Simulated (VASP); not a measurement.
# Y4F3 (P-42m) in VASP: single point with PBE

Aim: the single point of Y4F3 with PBE.

Everything below comes from runs of VASP 6.6.1. Logs are shortened: lines on timing, memory, paths and dates and some standing lists are left out, and cuts for length are marked.

## (1) The cell of the first run

It takes space group P-42m (No. 111, tetragonal). Conventional cell: a = 5.409 Å, b = 5.409 Å, c = 5.333 Å, α = 90.00°, β = 90.00°, γ = 90.00°. Within 3.1 Å of Y (site symmetry m) lie 3 F at 2.31 to 2.37 Å. F (site symmetry -42m) has 4 Y at 2.37 Å and 2 F at 2.67 Å within 3.1 Å. F (site symmetry -42m) has 4 Y at 2.35 Å and 2 F at 2.67 Å within 3.1 Å. Within 3.1 Å of F (site symmetry -42m) lie 4 Y at 2.31 Å.

## (2) Single point, PBE

POSCAR reads:

```
Y4F3
1.0
    5.4092047721      0.0000000000      0.0000000000
    0.0000000000      5.4092047721      0.0000000000
    0.0000000000      0.0000000000      5.3327701954
Y F
4 3
Direct
    0.2543043734      0.2543043734      0.2526939020
    0.7456956266      0.7456956266      0.2526939020
    0.7456956266      0.2543043734      0.7473060980
    0.2543043734      0.7456956266      0.7473060980
    0.0000000000      0.0000000000      0.0000000000
    0.0000000000      0.0000000000      0.5000000000
    0.5000000000      0.5000000000      0.0000000000
```

INCAR.step1 reads:

```
SYSTEM = Y4F3
PREC = Accurate
ENCUT = 520
EDIFF = 1E-6
ISMEAR = 0
SIGMA = 0.1
LREAL = .FALSE.
LASPH = .TRUE.
NELM = 100
ALGO = Normal
ISIF = 2
LWAVE = .FALSE.
LCHARG = .TRUE.
LMAXMIX = 4
GGA = PE
NBANDS = 42
```

KPOINTS.step1 reads:

```
regular mesh
0
G
  6 6 6
  0 0 0
```

INCAR.step2 reads:

```
SYSTEM = Y4F3
PREC = Accurate
ENCUT = 520
EDIFF = 1E-6
ISMEAR = -5
SIGMA = 0.1
LREAL = .FALSE.
LASPH = .TRUE.
NELM = 100
ALGO = Normal
ISIF = 2
LWAVE = .FALSE.
LCHARG = .FALSE.
LMAXMIX = 4
GGA = PE
LORBIT = 10
NBANDS = 42
NEDOS = 2001
ICHARG = 11
```

KPOINTS.step2 reads:

```
regular mesh
0
G
  9 9 9
  0 0 0
```

Potentials or basis: VASP PAW PBE potentials, release 64 (Y_sv, F).

Started as:

```bash
$ cat potpaw_PBE.64/Y_sv/POTCAR potpaw_PBE.64/F/POTCAR > POTCAR
$ cp INCAR.step1 INCAR
$ cp KPOINTS.step1 KPOINTS
$ mpirun -np 1 vasp_std > vasp.out
$ cp INCAR.step2 INCAR
$ cp KPOINTS.step2 KPOINTS
$ mpirun -np 1 vasp_std > vasp.out
```

OUTCAR:

```text
SYSTEM = Y4F3
   PREC = Accurate
   ENCUT = 520
   EDIFF = 1E-6
   ISMEAR = -5
   LREAL = .FALSE.
   LASPH = .TRUE.
   NELM = 100
   ISIF = 2
   GGA = PE
   LORBIT = 10
   ICHARG = 11

 ion  position               nearest neighbor table
   1  0.254  0.254  0.253-   7 2.31   6 2.35   5 2.37   4 3.74   3 3.74   2 3.76   3 3.79   4 3.79
                             4 3.81   3 3.81   2 3.83   2 3.83   4 3.85   3 3.85   2 3.89
   2  0.746  0.746  0.253-   7 2.31   6 2.35   5 2.37   4 3.74   3 3.74   1 3.76   3 3.79   4 3.79
                             4 3.81   3 3.81   1 3.83   1 3.83   4 3.85   3 3.85   1 3.89
   3  0.746  0.254  0.747-   7 2.31   6 2.35   5 2.37   2 3.74   1 3.74   4 3.76   1 3.79   2 3.79
                             1 3.81   2 3.81   4 3.83   4 3.83   1 3.85   2 3.85   4 3.89
   4  0.254  0.746  0.747-   7 2.31   6 2.35   5 2.37   2 3.74   1 3.74   3 3.76   1 3.79   2 3.79
                             1 3.81   2 3.81   3 3.83   3 3.83   1 3.85   2 3.85   3 3.89
   5  0.000  0.000  0.000-   1 2.37   2 2.37   3 2.37   4 2.37
   6  0.000  0.000  0.500-   1 2.35   2 2.35   3 2.35   4 2.35
   7  0.500  0.500  0.000-   1 2.31   2 2.31   3 2.31   4 2.31

  LATTYP: Found a simple tetragonal cell.
 ALAT       =     5.4092047721
 C/A-ratio  =     0.9858695354

  Lattice vectors:

 A1 = (   5.4092047721,   0.0000000000,   0.0000000000)
 A2 = (   0.0000000000,   5.4092047721,   0.0000000000)
 A3 = (   0.0000000000,   0.0000000000,   5.3327701954)

Analysis of symmetry for initial positions (statically):
=====================================================================
 Subroutine PRICEL returns:
 Original cell was already a primitive cell.

 Routine SETGRP: Setting up the symmetry group for a
 simple tetragonal supercell.

 Subroutine GETGRP returns: Found  8 space group operations
 (whereof  8 operations were pure point group operations)
 out of a pool of 16 trial point group operations.

The static configuration has the point symmetry D_2d.

Analysis of symmetry for dynamics (positions and initial velocities):
=====================================================================
 Subroutine PRICEL returns:
 Original cell was already a primitive cell.

 Routine SETGRP: Setting up the symmetry group for a
 simple tetragonal supercell.

 Subroutine GETGRP returns: Found  8 space group operations
 (whereof  8 operations were pure point group operations)
 out of a pool of 16 trial point group operations.

The dynamic configuration has the point symmetry D_2d.

 Subroutine INISYM returns: Found  8 space group operations
 (whereof  8 operations are pure point group operations),
 and found     1 'primitive' translations

----------------------------------------------------------------------------------------

                                     Primitive cell

  volume of cell :     156.0342

  direct lattice vectors                    reciprocal lattice vectors
     5.409204772  0.000000000  0.000000000     0.184870058  0.000000000  0.000000000
     0.000000000  5.409204772  0.000000000     0.000000000  0.184870058  0.000000000
     0.000000000  0.000000000  5.332770195     0.000000000  0.000000000  0.187519800

  length of vectors
     5.409204772  5.409204772  5.332770195     0.184870058  0.184870058  0.187519800

  position of ions in fractional coordinates (direct lattice)
     0.254304373  0.254304373  0.252693902
     0.745695627  0.745695627  0.252693902
     0.745695627  0.254304373  0.747306098
     0.254304373  0.745695627  0.747306098
     0.000000000  0.000000000  0.000000000
     0.000000000  0.000000000  0.500000000
     0.500000000  0.500000000  0.000000000

  ion indices of the primitive-cell ions
   primitive index   ion index
                 1           1
                 2           2
                 3           3
                 4           4
                 5           5
                 6           6
                 7           7

----------------------------------------------------------------------------------------

 KPOINTS: regular mesh

Automatic generation of k-mesh.
 Grid dimensions read from file:
 generate k-points for:    9    9    9

 Generating k-lattice:

  Cartesian coordinates                     Fractional coordinates (reciprocal lattice)
     0.020541118  0.000000000  0.000000000     0.111111111  0.000000000  0.000000000
     0.000000000  0.020541118  0.000000000     0.000000000  0.111111111  0.000000000
     0.000000000  0.000000000  0.020835533     0.000000000  0.000000000  0.111111111

  Length of vectors
     0.020541118  0.020541118  0.020835533

  Shift w.r.t. Gamma in fractional coordinates (k-lattice)
     0.000000000  0.000000000  0.000000000

 TETIRR: Found   1075 inequivalent tetrahedra from     4374

 Subroutine IBZKPT returns following result:
 ===========================================

 Found     75 irreducible k-points:

 Following reciprocal coordinates:
            Coordinates               Weight
  0.000000  0.000000  0.000000      1.000000
  0.111111  0.000000  0.000000      4.000000
  0.222222  0.000000  0.000000      4.000000
  0.333333  0.000000  0.000000      4.000000
  0.444444  0.000000  0.000000      4.000000
  0.111111  0.111111  0.000000      4.000000
[... 16 lines left out ...]
  0.333333  0.111111  0.111111     16.000000
  0.444444  0.111111  0.111111     16.000000
 [... further k-points ...]
   k-points           NKPTS =     75   k-points in BZ     NKDIM =     75   number of bands    NBANDS=     42
   number of dos      NEDOS =   2001   number of ions     NIONS =      7
   total plane-waves  NPLWV =  64000
   dimension x,y,z NGX =    40 NGY =   40 NGZ =   40
   dimension x,y,z NGXF=    80 NGYF=   80 NGZF=   80
   ions per type =               4   3
   NGX,Y,Z   is equivalent  to a cutoff of  12.29, 12.29, 12.47 a.u.
   NGXF,Y,Z  is equivalent  to a cutoff of  24.59, 24.59, 24.94 a.u.
 SYSTEM =  Y4F3
   PREC   = accura    normal or accurate (medium, high low for compatibility)
   ISTART =      0    job   : 0-new  1-cont  2-samecut
   ICHARG =     11    charge: 1-file 2-atom 10-const
   ISPIN  =      1    spin polarized calculation?
   LNONCOLLINEAR =      F non collinear calculations
   LSORBIT =      F    spin-orbit coupling
   LASPH  =      T    aspherical Exc in radial PAW
   ENCUT  =  520.0 eV  38.22 Ry    6.18 a.u.  10.06 10.06  9.92*2*pi/ulx,y,z
   NELM   =    100;   NELMIN=  2; NELMDL=  0     # of ELM steps
   EDIFF  = 0.1E-05   stopping-criterion for ELM
   LREAL  =      F    real-space projection
   EDIFFG = 0.1E-04   stopping-criterion for IOM
   NSW    =      0    number of steps for IOM
   IBRION =     -1    ionic relax: 0-MD 1-quasi-New 2-CG
   NFREE  =      0    steps in history (QN), initial steepest desc. (CG)
   ISIF   =      2    stress and relaxation
   ISYM   =      2    0-nonsym 1-usesym 2-fastsym
   POTIM  = 0.5000    time-step for ionic-motion
   TEBEG  =    0.0;   TEEND  =   0.0 temperature during run
   PSTRESS=    0.0 pullay stress
   NELECT =      65.0000    total number of electrons
   NUPDOWN=      -1.0000    fix difference up-down
   EMIN   =  10.00;   EMAX   =-10.00  energy-range for DOS
   EFERMI =   0.00;   METHOD = LEGACY
   ISMEAR =    -5;   SIGMA  =   0.10  broadening in eV -4-tet -1-fermi 0-gaus
   EFERMI_NEDOS =   21; number of points for ismear=-14 and -15
   IALGO  =     38    algorithm
   IMIX   =      4    mixing-type and parameters
     AMIX     =   0.40;   BMIX     =  1.00
     AMIX_MAG =   1.60;   BMIX_MAG =  1.00
  volume/ion in A,a.u.               =      22.29       150.42
  Fermi-wavevector in a.u.,A,eV,Ry     =   1.222661  2.310494 20.339347  1.494900
  Thomas-Fermi vector in A             =   2.357800
   LORBIT       =     10    0 simple, 1 ext, 2 COOP (PROOUT), +10 PAW based schemes
   GGA     = PE    functional components
   LHFCALC =     F    Hartree Fock is set to
   AEXX    =    0.0000 exact exchange contribution
   IVDW    =     0    specifies the selected vdW correction
   LEPSILON=     F    determine dielectric tensor
   LRPA    =     F    only Hartree local field effects (RPA)
 non-spin polarized calculation
 Fermi weights with tetrahedron method with Bloechl corrections
  energy-cutoff  :      520.00
  volume of cell :      156.03
 maximum number of plane-waves:      4220

 number of electron      64.9999963 magnetization

 Free energy of the ion-electron system (eV)
  ---------------------------------------------------
  ext. energy  EPLUGINS =         0.00000000
  ---------------------------------------------------
  free energy    TOTEN  =       -46.45321935 eV

  energy without entropy =      -46.45321935  energy(sigma->0) =      -46.45321935

 E-fermi :   3.7561     XC(G=0):  -9.5382

 val. band max:        3.7776589501   @ k =   0.3333   0.3333   0.4444
 cond. band min:       3.7543505418   @ k =   0.3333   0.1111   0.3333
 fundamental gap:     -0.0233084083
 Fermi energy:         3.7560856940

 k-point     1 :       0.0000    0.0000    0.0000
  band No.  band energies     occupation
      1     -39.7398      2.00000
      2     -39.6871      2.00000
      3     -39.6871      2.00000
      4     -39.6852      2.00000
      5     -23.8602      2.00000
      6     -23.2059      2.00000
[... 34 lines left out ...]
     41       6.7208      0.00000
     42       6.7407      0.00000
[... 994 lines left out ...]
      2     -39.7076      2.00000
      3     -39.6878      2.00000
      4     -39.6874      2.00000
      5     -23.6376      2.00000
      6     -23.4694      2.00000
[... 34 lines left out ...]
     41       6.6809      0.00000
     42       7.0245      0.00000

 [... further k-points ...]

------------------------ aborting loop because EDIFF is reached ----------------------------------------

  FORCE on cell =-STRESS in cart. coord.  units (eV):
  Direction    XX          YY          ZZ          XY          YZ          ZX
  --------------------------------------------------------------------------------------
  -------------------------------------------------------------------------------------
  Total       -0.1478926     -0.1478926     -0.0765145      0.0000000      0.0000000      0.0000000
  in kB       -1.5185791     -1.5185791     -0.7856595      0.0000000      0.0000000      0.0000000
  external PRESSURE =      -1.2742725 kB  Pullay stress =       0.0000000 kB

 VOLUME and BASIS-vectors are now :
 -----------------------------------------------------------------------------
  energy-cutoff  :      520.00
  volume of cell :      156.03
      direct lattice vectors                 reciprocal lattice vectors
     5.409204772  0.000000000  0.000000000     0.184870058  0.000000000  0.000000000
     0.000000000  5.409204772  0.000000000     0.000000000  0.184870058  0.000000000
     0.000000000  0.000000000  5.332770195     0.000000000  0.000000000  0.187519800

 POSITION                                       TOTAL-FORCE (eV/Angst)
 -----------------------------------------------------------------------------------
      1.37558      1.37558      1.34756        -0.005173     -0.005173     -0.019415
      4.03362      4.03362      1.34756         0.005173      0.005173     -0.019415
      4.03362      1.37558      3.98521         0.005173     -0.005173      0.019415
      1.37558      4.03362      3.98521        -0.005173      0.005173      0.019415
      0.00000      0.00000      0.00000        -0.000000      0.000000      0.000000
      0.00000      0.00000      2.66639        -0.000000      0.000000      0.000000
      2.70460      2.70460      0.00000        -0.000000      0.000000      0.000000
 -----------------------------------------------------------------------------------
    total drift:                                0.000000      0.000000     -0.000000

  FREE ENERGIE OF THE ION-ELECTRON SYSTEM (eV)
  ---------------------------------------------------
  free  energy   TOTEN  =       -46.4532193464 eV

  energy  without entropy=      -46.4532193464  energy(sigma->0) =      -46.45321935

 total charge

# of ion       s       p       d       f       tot
--------------------------------------------------
    1        2.211   6.242   0.874   0.042   9.367
    2        2.211   6.242   0.874   0.042   9.367
    3        2.211   6.242   0.874   0.042   9.367
    4        2.211   6.242   0.874   0.042   9.367
    5        1.741   4.380   0.000   0.000   6.121
    6        1.739   4.392   0.000   0.000   6.131
    7        1.741   4.393   0.000   0.000   6.134
--------------------------------------------------
tot         14.063  38.131   3.495   0.166  55.855
```

Run time: 6.1 min. Hardware: 1 thread of AMD EPYC 9R45 (Zen 5), shared host; peak memory 0.48 GiB.

What came out:

| Quantity | Value |
| --- | --- |
| Valence electrons inside the program's atomic spheres | Y 9.37; F 6.12, 6.13 (each value once) |

Caveat: an odd number of electrons without spin polarisation forces a metal; a magnetic or distorted state may lie lower.
